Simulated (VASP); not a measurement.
# WC (Fm-3m) in VASP: settings compared

Aim: see how the results for WC move with the level of theory and the settings. Levels: RPBE, revPBE. Tasks: relaxation of cell and atoms.

Program: VASP 6.6.1. These are calculated values, not measurements. Logs are shortened: lines on timing, memory, paths and dates and some standing lists are left out, and cuts for length are marked.

## (1) The cell of the first run

It takes space group Fm-3m (No. 225, cubic). Conventional cell: a = 4.385 Å, b = 4.385 Å, c = 4.385 Å, α = 90.00°, β = 90.00°, γ = 90.00°. Within 2.9 Å of W (site symmetry m-3m) lie 6 C at 2.19 Å. C (site symmetry m-3m) has 6 W at 2.19 Å within 2.9 Å.

## (2) Relaxation of cell and atoms, RPBE

The input, INCAR:

```
PREC = Accurate ; ENCUT = 600
EDIFF = 1E-6 ; ISMEAR = -1
SIGMA = 0.05 ; LREAL = False
LASPH = True ; NELM = 60
ALGO = Normal ; ISIF = 3
LWAVE = False ; LCHARG = False
GGA = RP ; IBRION = 2
NSW = 60 ; EDIFFG = -0.01
```

The input, KPOINTS:

```
Automatic mesh
0
Gamma
  10 10 10
```

The input, POSCAR:

```
WC
1.0
    0.0000000000      2.1926840000      2.1926840000
    2.1926840000      0.0000000000      2.1926840000
    2.1926840000      2.1926840000      0.0000000000
W C
1 1
Direct
    0.0000000000      0.0000000000      0.0000000000
    0.5000000000      0.5000000000      0.5000000000
```

Potentials or basis: VASP PAW PBE potentials, release 64 (W_sv, C).

Launch:

```sh
> cat potpaw_PBE.64/W_sv/POTCAR potpaw_PBE.64/C/POTCAR > POTCAR
> mpirun -np 1 vasp_std > vasp.out
```

OUTCAR:

```text
PREC = Accurate
   ENCUT = 600
   EDIFF = 1E-6
   ISMEAR = -1
   LREAL = False
   LASPH = True
   NELM = 60
   ISIF = 3
   GGA = RP
   IBRION = 2
   NSW = 60
   EDIFFG = -0.01

 ion  position               nearest neighbor table
   1  0.000  0.000  0.000-   2 2.19   2 2.19   2 2.19   2 2.19   2 2.19   2 2.19
   2  0.500  0.500  0.500-   1 2.19   1 2.19   1 2.19   1 2.19   1 2.19   1 2.19

  LATTYP: Found a face centered cubic cell.
 ALAT       =     4.3853680000

  Lattice vectors:

 A1 = (   0.0000000000,   2.1926840000,   2.1926840000)
 A2 = (   2.1926840000,   0.0000000000,   2.1926840000)
 A3 = (   2.1926840000,   2.1926840000,   0.0000000000)

Analysis of symmetry for initial positions (statically):
=====================================================================
 Subroutine PRICEL returns:
 Original cell was already a primitive cell.

 Routine SETGRP: Setting up the symmetry group for a
 face centered cubic supercell.

 Subroutine GETGRP returns: Found 48 space group operations
 (whereof 48 operations were pure point group operations)
 out of a pool of 48 trial point group operations.

The static configuration has the point symmetry O_h .

Analysis of symmetry for dynamics (positions and initial velocities):
=====================================================================
 Subroutine PRICEL returns:
 Original cell was already a primitive cell.

 Routine SETGRP: Setting up the symmetry group for a
 face centered cubic supercell.

 Subroutine GETGRP returns: Found 48 space group operations
 (whereof 48 operations were pure point group operations)
 out of a pool of 48 trial point group operations.

The dynamic configuration has the point symmetry O_h .

 Subroutine INISYM returns: Found 48 space group operations
 (whereof 48 operations are pure point group operations),
 and found     1 'primitive' translations

----------------------------------------------------------------------------------------

                                     Primitive cell

  volume of cell :      21.0842

  direct lattice vectors                    reciprocal lattice vectors
     0.000000000  2.192684000  2.192684000    -0.228031034  0.228031034  0.228031034
     2.192684000  0.000000000  2.192684000     0.228031034 -0.228031034  0.228031034
     2.192684000  2.192684000  0.000000000     0.228031034  0.228031034 -0.228031034

  length of vectors
     3.100923451  3.100923451  3.100923451     0.394961337  0.394961337  0.394961337

  position of ions in fractional coordinates (direct lattice)
     0.000000000  0.000000000  0.000000000
     0.500000000  0.500000000  0.500000000

  ion indices of the primitive-cell ions
   primitive index   ion index
                 1           1
                 2           2

----------------------------------------------------------------------------------------

 KPOINTS: Automatic mesh

Automatic generation of k-mesh.
 Grid dimensions read from file:
 generate k-points for:   10   10   10

 Generating k-lattice:

  Cartesian coordinates                     Fractional coordinates (reciprocal lattice)
    -0.022803103  0.022803103  0.022803103     0.100000000  0.000000000  0.000000000
     0.022803103 -0.022803103  0.022803103     0.000000000  0.100000000  0.000000000
     0.022803103  0.022803103 -0.022803103     0.000000000  0.000000000  0.100000000

  Length of vectors
     0.039496134  0.039496134  0.039496134

  Shift w.r.t. Gamma in fractional coordinates (k-lattice)
     0.000000000  0.000000000  0.000000000

 Subroutine IBZKPT returns following result:
 ===========================================

 Found     47 irreducible k-points:

 Following reciprocal coordinates:
            Coordinates               Weight
  0.000000  0.000000  0.000000      1.000000
  0.100000  0.000000  0.000000      8.000000
  0.200000  0.000000  0.000000      8.000000
  0.300000  0.000000  0.000000      8.000000
  0.400000  0.000000  0.000000      8.000000
  0.500000  0.000000  0.000000      4.000000
[... 16 lines left out ...]
  0.300000  0.300000  0.000000      6.000000
  0.400000  0.300000  0.000000     24.000000
 [... further k-points ...]
   k-points           NKPTS =     47   k-points in BZ     NKDIM =     47   number of bands    NBANDS=     13
   number of dos      NEDOS =    301   number of ions     NIONS =      2
   total plane-waves  NPLWV =  21952
   dimension x,y,z NGX =    28 NGY =   28 NGZ =   28
   dimension x,y,z NGXF=    56 NGYF=   56 NGZF=   56
   ions per type =               1   1
   NGX,Y,Z   is equivalent  to a cutoff of  15.01, 15.01, 15.01 a.u.
   NGXF,Y,Z  is equivalent  to a cutoff of  30.02, 30.02, 30.02 a.u.
 SYSTEM =  unknown system
   PREC   = accura    normal or accurate (medium, high low for compatibility)
   ISTART =      0    job   : 0-new  1-cont  2-samecut
   ICHARG =      2    charge: 1-file 2-atom 10-const
   ISPIN  =      1    spin polarized calculation?
   LNONCOLLINEAR =      F non collinear calculations
   LSORBIT =      F    spin-orbit coupling
   LASPH  =      T    aspherical Exc in radial PAW
   ENCUT  =  600.0 eV  44.10 Ry    6.64 a.u.   6.19  6.19  6.19*2*pi/ulx,y,z
   NELM   =     60;   NELMIN=  2; NELMDL= -5     # of ELM steps
   EDIFF  = 0.1E-05   stopping-criterion for ELM
   LREAL  =      F    real-space projection
   EDIFFG = -.1E-01   stopping-criterion for IOM
   NSW    =     60    number of steps for IOM
   IBRION =      2    ionic relax: 0-MD 1-quasi-New 2-CG
   NFREE  =      1    steps in history (QN), initial steepest desc. (CG)
   ISIF   =      3    stress and relaxation
   ISYM   =      2    0-nonsym 1-usesym 2-fastsym
   POTIM  = 0.5000    time-step for ionic-motion
   TEBEG  =    0.0;   TEEND  =   0.0 temperature during run
   PSTRESS=    0.0 pullay stress
   NELECT =      18.0000    total number of electrons
   NUPDOWN=      -1.0000    fix difference up-down
   EMIN   =  10.00;   EMAX   =-10.00  energy-range for DOS
   EFERMI =   0.00;   METHOD = LEGACY
   ISMEAR =    -1;   SIGMA  =   0.05  broadening in eV -4-tet -1-fermi 0-gaus
   EFERMI_NEDOS =   21; number of points for ismear=-14 and -15
   IALGO  =     38    algorithm
   IMIX   =      4    mixing-type and parameters
     AMIX     =   0.40;   BMIX     =  1.00
     AMIX_MAG =   1.60;   BMIX_MAG =  1.00
  volume/ion in A,a.u.               =      10.54        71.14
  Fermi-wavevector in a.u.,A,eV,Ry     =   1.553029  2.934800 32.815887  2.411900
  Thomas-Fermi vector in A             =   2.657319
   LORBIT       =      0    0 simple, 1 ext, 2 COOP (PROOUT), +10 PAW based schemes
   GGA     = RP    functional components
   LHFCALC =     F    Hartree Fock is set to
   AEXX    =    0.0000 exact exchange contribution
   IVDW    =     0    specifies the selected vdW correction
   LEPSILON=     F    determine dielectric tensor
   LRPA    =     F    only Hartree local field effects (RPA)
 conjugate gradient relaxation of ions
 non-spin polarized calculation
  energy-cutoff  :      600.00
  volume of cell :       21.08
 maximum number of plane-waves:       725
 NGX is ok and might be reduce to    28
   NGX = 13   NGY = 13   NGZ = 13

--------------------------------------- Ionic step        1  -------------------------------------------

 number of electron      18.0000001 magnetization

 Free energy of the ion-electron system (eV)
  ---------------------------------------------------
  ext. energy  EPLUGINS =         0.00000000
  ---------------------------------------------------
  free energy    TOTEN  =       -20.53098460 eV

  energy without entropy =      -20.52447848  energy(sigma->0) =      -20.52773154

------------------------ aborting loop because EDIFF is reached ----------------------------------------

  FORCE on cell =-STRESS in cart. coord.  units (eV):
  Direction    XX          YY          ZZ          XY          YZ          ZX
  --------------------------------------------------------------------------------------
  -------------------------------------------------------------------------------------
  Total        0.4596669      0.4596669      0.4596669     -0.0000000     -0.0000000     -0.0000000
  in kB       34.9297624     34.9297624     34.9297624     -0.0000000     -0.0000000     -0.0000000
  external PRESSURE =      34.9297624 kB  Pullay stress =       0.0000000 kB
[... 57 lines left out ...]
  energy  without entropy=      -20.5138532807  energy(sigma->0) =      -20.51721054

--------------------------------------- Ionic step        3  -------------------------------------------

 number of electron      18.0000001 magnetization

 Free energy of the ion-electron system (eV)
  ---------------------------------------------------
  ext. energy  EPLUGINS =         0.00000000
  ---------------------------------------------------
  free energy    TOTEN  =       -20.53318955 eV

  energy without entropy =      -20.52661988  energy(sigma->0) =      -20.52990471

 E-fermi :  12.4014     XC(G=0): -13.6112

 val. band max:       12.3051446093   @ k =   0.3000   0.2000   0.1000
 cond. band min:      12.4503834958   @ k =  -0.1000   0.1000   0.0000
 fundamental gap:      0.1452388865
 Fermi energy:        12.4014054936

 k-point     1 :       0.0000    0.0000    0.0000
  band No.  band energies     occupation
      1     -63.1253      2.00000
      2     -27.1164      2.00000
      3     -27.1164      2.00000
      4     -27.1164      2.00000
      5      -3.4199      2.00000
      6       9.6474      2.00000
      7       9.6474      2.00000
      8       9.6474      2.00000
      9      11.2989      2.00000
     10      11.2989      2.00000
     11      11.2989      2.00000
     12      11.4022      2.00000
     13      11.4022      2.00000
[... 353 lines left out ...]
 k-point    24 :       0.4000    0.3000    0.0000
  band No.  band energies     occupation
      1     -63.0878      2.00000
      2     -27.5286      2.00000
      3     -27.2860      2.00000
      4     -27.2690      2.00000
      5      -1.0076      2.00000
      6       5.3303      2.00000
      7       6.9129      2.00000
      8       8.7162      2.00000
      9       9.5864      2.00000
     10      13.3669      0.00000
     11      14.7538      0.00000
     12      15.0719      0.00000
     13      18.5140      0.00000

 [... further k-points ...]
[... 5 lines left out ...]
  --------------------------------------------------------------------------------------
  -------------------------------------------------------------------------------------
  Total       -0.0007821     -0.0007821     -0.0007821      0.0000000      0.0000000     -0.0000000
  in kB       -0.0588562     -0.0588562     -0.0588562      0.0000000      0.0000000     -0.0000000
  external PRESSURE =      -0.0588562 kB  Pullay stress =       0.0000000 kB
[... 17 lines left out ...]
  FREE ENERGIE OF THE ION-ELECTRON SYSTEM (eV)
  ---------------------------------------------------
  free  energy   TOTEN  =       -20.5331895471 eV

  energy  without entropy=      -20.5266198753  energy(sigma->0) =      -20.52990471

 reached required accuracy - stopping structural energy minimisation
```

It took 60 s on 1 thread of Intel Xeon Platinum 8259CL at 2.50GHz (Skylake/Cascade Lake), shared host; peak memory 0.18 GiB.

What came out:

| Quantity | Value |
| --- | --- |
| Free energy | -20.5332 eV |
| Relaxed volume | 10.65 Å³/atom |
| Relaxed cell | a = 3.111 Å, b = 3.111 Å, c = 3.111 Å, α = 60.00°, β = 60.00°, γ = 60.00° |
| Space group after relaxing (to 0.05 Å) | Fm-3m (No. 225) |
| Energy gained by relaxing | 1.1 meV/atom |
| Ionic steps | 3 |
| Pressure after relaxing | 0.0 GPa |

The path:
| step | energy change (eV) | largest force (eV/Å) | pressure (GPa) | volume (Å³) |
| --- | --- | --- | --- | --- |
| 1 | 0.0000 | 0.0000 | 3.49 | 21.08 |
| 2 | 0.0104 | 0.0000 | -7.83 | 21.79 |
| 3 | -0.0022 | 0.0000 | -0.01 | 21.29 |

Final structure:
```cif
data_structure
_symmetry_space_group_name_H-M 'P 1'
_symmetry_Int_Tables_number 1
_cell_length_a 3.1110
_cell_length_b 3.1110
_cell_length_c 3.1110
_cell_angle_alpha 60.000
_cell_angle_beta 60.000
_cell_angle_gamma 60.000
_cell_volume 21.29
loop_
_atom_site_label
_atom_site_type_symbol
_atom_site_fract_x
_atom_site_fract_y
_atom_site_fract_z
_atom_site_occupancy
W1 W 0.00000 0.00000 0.00000 1
C1 C 0.50000 0.50000 0.50000 1
```

Caveat: the bands computed are all filled at some k points, so no gap is given; the PAW data sets were made with another functional, which shifts forces and pressure a little; spin-orbit coupling is left out, which moves the levels of the heavy elements.

## (3) Relaxation of cell and atoms, revPBE

The input, INCAR:

```
SYSTEM = WC
PREC = Accurate
ENCUT = 600
EDIFF = 1E-6
ISMEAR = -1
SIGMA = 0.05
LREAL = .FALSE.
LASPH = .TRUE.
NELM = 100
ALGO = Normal
ISIF = 3
LWAVE = .FALSE.
LCHARG = .FALSE.
GGA = RE
IBRION = 2
NSW = 60
EDIFFG = -0.01
```

The input, KPOINTS:

```
Automatic mesh
0
G
  10 10 10
  0 0 0
```

POSCAR is that of step 2.

Potentials or basis: VASP PAW PBE potentials, release 64 (W_sv, C).

Launch:

```sh
> cat potpaw_PBE.64/W_sv/POTCAR potpaw_PBE.64/C/POTCAR > POTCAR
> mpirun -np 1 vasp_std > vasp.out
```

Run time: 40 s. Hardware: 1 thread of AMD EPYC 7R13 (Zen 3), shared host; peak memory 0.15 GiB.

It converged, with:

| Quantity | Value |
| --- | --- |
| Free energy | -20.7210 eV |
| Relaxed volume | 10.61 Å³/atom |
| Relaxed cell | a = 3.108 Å, b = 3.108 Å, c = 3.108 Å, α = 60.00°, β = 60.00°, γ = 60.00° |
| Space group after relaxing (to 0.05 Å) | Fm-3m (No. 225) |
| Energy gained by relaxing | 0.5 meV/atom |
| Ionic steps | 3 |
| Pressure after relaxing | 0.0 GPa |

Step by step:
| step | energy change (eV) | largest force (eV/Å) | pressure (GPa) | volume (Å³) |
| --- | --- | --- | --- | --- |
| 1 | 0.0000 | 0.0000 | 2.37 | 21.08 |
| 2 | 0.0049 | 0.0000 | -5.47 | 21.56 |
| 3 | -0.0010 | 0.0000 | 0.00 | 21.22 |

Final structure:
```cif
data_structure
_symmetry_space_group_name_H-M 'P 1'
_symmetry_Int_Tables_number 1
_cell_length_a 3.1077
_cell_length_b 3.1077
_cell_length_c 3.1077
_cell_angle_alpha 60.000
_cell_angle_beta 60.000
_cell_angle_gamma 60.000
_cell_volume 21.22
loop_
_atom_site_label
_atom_site_type_symbol
_atom_site_fract_x
_atom_site_fract_y
_atom_site_fract_z
_atom_site_occupancy
W1 W 0.00000 0.00000 0.00000 1
C1 C 0.50000 0.50000 0.50000 1
```

Levels at points of the mesh, in eV from the Fermi level:
```
           k point  band 5  band 6  band 7  band 8  band 9  band 10  band 11  band 12  band 13
(0.00, 0.00, 0.00)  -15.84   -2.77   -2.77   -2.77   -1.11    -1.11    -1.11    -1.00    -1.00
(0.50, 0.00, 0.00)  -11.31   -9.79   -6.58   -6.58    0.99     0.99     2.26     4.84     8.67
(0.50, 0.50, 0.00)  -13.63   -5.76   -5.64   -2.55   -2.55     0.79     2.20     2.20     5.33
```

Caveat: the bands computed are all filled at some k points, so no gap is given; the PAW data sets were made with another functional, which shifts forces and pressure a little; spin-orbit coupling is left out, which moves the levels of the heavy elements.
